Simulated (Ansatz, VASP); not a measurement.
Ca3SiSe: VASP beside Ansatz

```
Ca Si Se
1.0
     6.71602    0.00000    0.00000
    -3.35801    5.81625    0.00000
     0.00000    0.00000    9.53420
Ca Si Se
6 2 2
Cartesian
  3.3580 0.0000 0.0000
  -1.6790 2.9081 0.0000
  1.6790 2.9081 0.0000
  3.3580 0.0000 4.7671
  -1.6790 2.9081 4.7671
  1.6790 2.9081 4.7671
  0.0000 0.0000 7.1506
  0.0000 0.0000 2.3836
  0.0000 0.0000 4.7671
  0.0000 0.0000 0.0000
```

Alike in both runs: functional PBE; k mesh 3 × 3 × 2; occupations gaussian, width 0.1 eV; no spin polarisation.

Ansatz relaxed the structure, and its values are those at the end. VASP's run is a single point on that final structure, the one shown.

|  | VASP | Ansatz |
| --- | --- | --- |
| version | VASP 6.6.1 | Ansatz 0.2.0 |
| potentials or method | VASP PAW PBE potentials, release 64 (Ca_sv, Si, Se), cutoff 520 eV | scalar-relativistic, plane waves, PAW |
| valence electrons in the cell | 80 | 100 |

```tsv
	VASP	Ansatz	Ansatz less VASP
gap on the k mesh at the Fermi level (eV)	none	none	-
pressure (GPa)	0.1	0.1	-0.02
```

A gap of «none» marks a metal or a gap that the smearing closes. With one functional, cell and mesh, what is left measures potentials, basis and numerics. VASP's potentials hold 80 valence electrons a cell and Ansatz's 100, so a difference there can come from the potentials and not from the codes.

The k mesh is coarse, so the values compare programs but aren't converged.
